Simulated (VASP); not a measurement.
Runs of VASP 6.6.1 on Ga2O3. The cell holds an amorphous packing of atoms, 15 atoms: a = 5.474 Å, b = 5.458 Å, c = 5.623 Å, α = 90.30°, β = 90.30°, γ = 90.79°. 

```csv
smearing,gap on the mesh (eV),pressure (GPa),largest force (eV/Å)
fermi-dirac 0.1861 eV,(a),(b),5.94
fermi-dirac 0.2585 eV,0.26,18.1,7.73
fermi-dirac 0.05 eV,(d),10.7,1.96
fermi-dirac 0.1034 eV,(c),14.3,3.40
```

Alike in all rows: task single point; level PBE; potentials or basis VASP PAW PBE potentials, release 64 (Ga_d, O); no spin polarisation; cell as given; k mesh 1 × 1 × 1; cutoff (eV) 520.

Question: Fill in the values left out.

Answer: (a) 1.40; (b) 17.4; (c) 1.19; (d) 1.39.

Caveats: all runs use coarse meshes.

A k mesh can miss the band edges, and the runs leave out spin-orbit coupling on Ga.
